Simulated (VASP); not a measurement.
A run of VASP 6.6.1:

The input INCAR:

```
SYSTEM = CdPdO3
ALGO = Normal ; EDIFF = 1E-8
ENCUT = 520 ; GGA = CA
ISIF = 2 ; ISMEAR = -1
LASPH = .TRUE. ; LCHARG = .FALSE.
LEFG = .TRUE. ; LREAL = .FALSE.
LWAVE = .FALSE. ; NBANDS = 28
NELM = 100 ; PREC = Accurate
SIGMA = 0.15
```

File KPOINTS:

```
k-points
0
G
  10 10 10
  0 0 0
```

Contents of POSCAR:

```
CdPdO3
1.0
    3.8529702570      0.0000000000      0.0000000000
    0.0000000000      3.8529702570      0.0000000000
    0.0000000000      0.0000000000      3.8529702570
Cd Pd O
1 1 3
Direct
    0.0000000000      0.0000000000      0.0000000000
    0.5000000000      0.5000000000      0.5000000000
    0.0000000000      0.5000000000      0.5000000000
    0.5000000000      0.0000000000      0.5000000000
    0.5000000000      0.5000000000      0.0000000000
```

Potentials or basis: VASP PAW LDA potentials, release 64 (Cd, Pd, O).

Run with:

```bash
$ cat potpaw_LDA.64/Cd/POTCAR potpaw_LDA.64/Pd/POTCAR potpaw_LDA.64/O/POTCAR > POTCAR
$ mpirun -np 1 vasp_std > vasp.out
```

Hardware: 1 thread of Intel(R) Xeon(R) 6975P-C (Granite Rapids), with other jobs on the host.

**Question.** Estimate the wall time of this run.

**Answer.** Run time: 44 s on 1 thread of Intel(R) Xeon(R) 6975P-C (Granite Rapids) (shared host), peak memory 0.21 GiB. Counts: scf iterations 15, k points 56.
